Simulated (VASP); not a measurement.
# ZnS in VASP: notebook, part 2 of 2

VASP 6.6.1.

## 5. Single point, PBE (strain +0.080 along x and y, +0.080 along z)

Input file INCAR:

```
ALGO = Normal
EDIFF = 1E-7
ENCUT = 520
GGA = PE
ISIF = 2
ISMEAR = 0
LASPH = T
LCHARG = F
LREAL = F
LWAVE = F
NBANDS = 16
NELM = 100
PREC = Accurate
SIGMA = 0.05
```

Input file KPOINTS:

```
k-points
0
Gamma
  10 10 10
```

Input file POSCAR:

```
ZnS
1.0
    0.0000000000      2.9210220000      2.9210220000
    2.9210220000      0.0000000000      2.9210220000
    2.9210220000      2.9210220000      0.0000000000
Zn S
1 1
Direct
    0.0000000000      0.0000000000      0.0000000000
    0.7500000000      0.7500000000      0.7500000000
```

Potentials or basis: VASP PAW PBE potentials, release 64 (Zn, S).

Launch:

```bash
$ cat potpaw_PBE.64/Zn/POTCAR potpaw_PBE.64/S/POTCAR > POTCAR
$ mpirun -np 1 vasp_std > vasp.out
```

OUTCAR:

```text
EDIFF = 1E-7
   ENCUT = 520
   GGA = PE
   ISIF = 2
   ISMEAR = 0
   LASPH = T
   LREAL = F
   NELM = 100
   PREC = Accurate

 ion  position               nearest neighbor table
   1  0.000  0.000  0.000-   2 2.53   2 2.53   2 2.53   2 2.53
   2  0.750  0.750  0.750-   1 2.53   1 2.53   1 2.53   1 2.53

  LATTYP: Found a face centered cubic cell.
 ALAT       =     5.8420440000

  Lattice vectors:

 A1 = (   0.0000000000,   2.9210220000,   2.9210220000)
 A2 = (   2.9210220000,   0.0000000000,   2.9210220000)
 A3 = (   2.9210220000,   2.9210220000,   0.0000000000)
[... 624 lines left out ...]
      4      -5.3362      2.00000
      5      -5.1911      2.00000
      6      -5.1849      2.00000
[... 8 lines left out ...]
     15      13.0840      0.00000
     16      14.4464      0.00000

 [... further k-points ...]
[... 5 lines left out ...]
  --------------------------------------------------------------------------------------
  -------------------------------------------------------------------------------------
  Total       -2.8366186     -2.8366186     -2.8366186      0.0000000     -0.0000000      0.0000000
  in kB      -91.1752678    -91.1752678    -91.1752678      0.0000000     -0.0000000      0.0000000
  external PRESSURE =     -91.1752678 kB  Pullay stress =       0.0000000 kB

 VOLUME and BASIS-vectors are now :
 -----------------------------------------------------------------------------
  energy-cutoff  :      520.00
  volume of cell :       49.85
      direct lattice vectors                 reciprocal lattice vectors
     0.000000000  2.921022000  2.921022000    -0.171172966  0.171172966  0.171172966
     2.921022000  0.000000000  2.921022000     0.171172966 -0.171172966  0.171172966
     2.921022000  2.921022000  0.000000000     0.171172966  0.171172966 -0.171172966

 POSITION                                       TOTAL-FORCE (eV/Angst)
 -----------------------------------------------------------------------------------
      0.00000      0.00000      0.00000         0.000000      0.000000     -0.000000
      4.38153      4.38153      4.38153        -0.000000     -0.000000      0.000000
 -----------------------------------------------------------------------------------
    total drift:                                0.000001      0.000001      0.000001

  FREE ENERGIE OF THE ION-ELECTRON SYSTEM (eV)
  ---------------------------------------------------
  free  energy   TOTEN  =        -6.5288227894 eV

  energy  without entropy=       -6.5288227894  energy(sigma->0) =       -6.52882279
```

Wall time 38 s (1 thread of Intel Xeon 6975P-C, shared host); peak memory 0.19 GiB.

Results:

```
Free energy            : -6.5288 eV
Pressure               : -9.1 GPa
Band gap on the k mesh : 1.16 eV, direct
```

Levels at points of the mesh, in eV from the valence-band top:
| k point | band 5 | band 6 | band 7 | band 8 | band 9 | band 10 | band 11 | band 12 | band 13 | band 14 |
| --- | --- | --- | --- | --- | --- | --- | --- | --- | --- | --- |
| (0.00, 0.00, 0.00) | -5.44 | -5.44 | 0.00 | 0.00 | 0.00 | 1.16 | 6.43 | 6.43 | 6.43 | 10.59 |
| (0.50, 0.00, 0.00) | -5.42 | -5.31 | -3.95 | -0.58 | -0.58 | 2.79 | 6.93 | 6.93 | 7.89 | 11.25 |
| (0.50, 0.50, 0.00) | -5.40 | -5.30 | -3.69 | -1.49 | -1.49 | 3.83 | 3.86 | 9.58 | 10.41 | 10.41 |

Caveat: the cell differs from its parent crystal (strain +0.080 along x and y, +0.080 along z).

## 6. Single point, PBE (strain -0.080 along x and y, -0.040 along z)

Input file INCAR:

```
PREC = Accurate
ENCUT = 520
EDIFF = 1E-6
ISMEAR = 0
SIGMA = 0.05
LREAL = F
LASPH = T
NELM = 100
ALGO = Normal
ISIF = 2
LWAVE = F
LCHARG = T
GGA = PE
LELF = T
LVHAR = T
NBANDS = 16
```

Input file KPOINTS:

```
regular mesh
0
Gamma
  10 10 10
```

Input file POSCAR:

```
ZnS
1.0
    0.0000000000      2.4882780000      2.5964640000
    2.4882780000      0.0000000000      2.5964640000
    2.4882780000      2.4882780000      0.0000000000
Zn S
1 1
Direct
    0.0000000000      0.0000000000      0.0000000000
    0.7500000000      0.7500000000      0.7500000000
```

Potentials or basis: VASP PAW PBE potentials, release 64 (Zn, S).

Launch:

```bash
$ cat potpaw_PBE.64/Zn/POTCAR potpaw_PBE.64/S/POTCAR > POTCAR
$ mpirun -np 1 vasp_std > vasp.out
```

Wall time 55 s (1 thread of Intel Xeon 6975P-C, shared host); peak memory 0.19 GiB.

The run converged. Its results:

| Property | Result |
| --- | --- |
| Free energy | -6.2961 eV |
| Pressure | 26.2 GPa |
| Band gap on the k mesh | 2.71 eV, indirect (least direct gap 2.99 eV) |

Stress tensor (GPa, compression positive):
```
26.64  0.00  0.00
 0.00 26.64  0.00
 0.00  0.00 25.42
```

Levels at points of the mesh, in eV from the valence-band top:
```csv
k point,band 5,band 6,band 7,band 8,band 9,band 10,band 11,band 12,band 13,band 14
"(0.00, 0.00, 0.00)",-6.71,-6.68,-0.19,0.00,0.00,2.99,6.08,6.12,6.12,11.43
"(0.50, 0.00, 0.00)",-6.65,-6.62,-6.35,-1.41,-1.12,3.56,6.49,6.88,9.48,13.17
"(0.50, 0.50, 0.00)",-6.57,-6.48,-5.66,-2.94,-2.94,3.02,4.12,12.18,13.37,13.37
"(0.50, 0.00, 0.50)",-6.57,-6.37,-5.39,-3.27,-3.14,2.71,3.68,12.73,13.04,13.17
```

Caveat: the cell differs from its parent crystal (strain -0.080 along x and y, -0.040 along z).

## 7. Single point, PBE (strain -0.040 along x and y, +0.000 along z)

Input file INCAR:

```
ALGO     = Normal         # electronic algorithm
EDIFF    = 1E-6           # SCF threshold, eV
ENCUT    = 520            # plane-wave cutoff, eV
GGA      = PE             # functional
ISIF     = 2              # what is computed and relaxed
ISMEAR   = 0              # smearing method
LASPH    = T              # aspherical terms in the spheres
LCHARG   = T              # write CHGCAR
LELF     = T              # ELF
LREAL    = F              # projectors in reciprocal space
LVHAR    = T            
LWAVE    = F              # write WAVECAR
NBANDS   = 16             # bands
NELM     = 60             # most SCF steps
PREC     = Accurate       # precision mode
SIGMA    = 0.05           # smearing width, eV
```

Input file KPOINTS:

```
k-points
0
Gamma
  10 10 10
```

Input file POSCAR:

```
ZnS
1.0
    0.0000000000      2.5964640000      2.7046500000
    2.5964640000      0.0000000000      2.7046500000
    2.5964640000      2.5964640000      0.0000000000
Zn S
1 1
Direct
    0.0000000000      0.0000000000      0.0000000000
    0.7500000000      0.7500000000      0.7500000000
```

Launch:

```bash
$ cat potpaw_PBE.64/Zn/POTCAR potpaw_PBE.64/S/POTCAR > POTCAR
$ mpirun -np 1 vasp_std > vasp.out
```

It used 44 s of CPU time on 1 thread of Intel Xeon 6975P-C, on a shared host.

The run converged. Its results:

```yaml
Free_energy: -6.7466 eV
Pressure: 8.9 GPa
Band_gap_on_the_k_mesh: 2.41 eV, direct
```

Stress tensor (GPa, compression positive):
```
9.41 0.00 0.00
0.00 9.41 0.00
0.00 0.00 7.78
```

Levels at points of the mesh, in eV from the valence-band top:
| k point | band 7 | band 8 | band 9 | band 10 | band 11 | band 12 |
| --- | --- | --- | --- | --- | --- | --- |
| (0.00, 0.00, 0.00) | -0.16 | 0.00 | 0.00 | 2.41 | 6.28 | 6.29 |
| (0.50, 0.00, 0.00) | -5.82 | -1.16 | -0.91 | 3.38 | 6.67 | 7.01 |
| (0.50, 0.50, 0.00) | -5.09 | -2.41 | -2.41 | 3.33 | 4.26 | 11.18 |
| (0.50, 0.00, 0.50) | -4.84 | -2.69 | -2.59 | 3.09 | 3.86 | 11.66 |

Caveat: the cell differs from its parent crystal (strain -0.040 along x and y, +0.000 along z).

## 8. The runs side by side

```csv
cell,gap on the mesh (eV),pressure (GPa)
"a = 3.519 Å, angles 60.0°, 2 atoms",2.73,34.3
"a = 3.672 Å, angles 60.0°, 2 atoms",2.66,13.7
"a = 3.978 Å, angles 60.0°, 2 atoms",1.60,-5.4
"a = 4.131 Å, angles 60.0°, 2 atoms",1.16,-9.1
"a = 3.596, b = 3.596, c = 3.519 Å, angles 60.7, 60.7, 58.6°, 2 atoms",2.71,26.2
"a = 3.749, b = 3.749, c = 3.672 Å, angles 60.7, 60.7, 58.6°, 2 atoms",2.41,8.9
```

Alike in all rows: task single point; level PBE; potentials or basis VASP PAW PBE potentials, release 64 (Zn, S); no spin polarisation; k mesh 10 × 10 × 10; cutoff (eV) 520; smearing gaussian 0.05 eV.

Absolute energies hang on the potentials; compare differences alone.
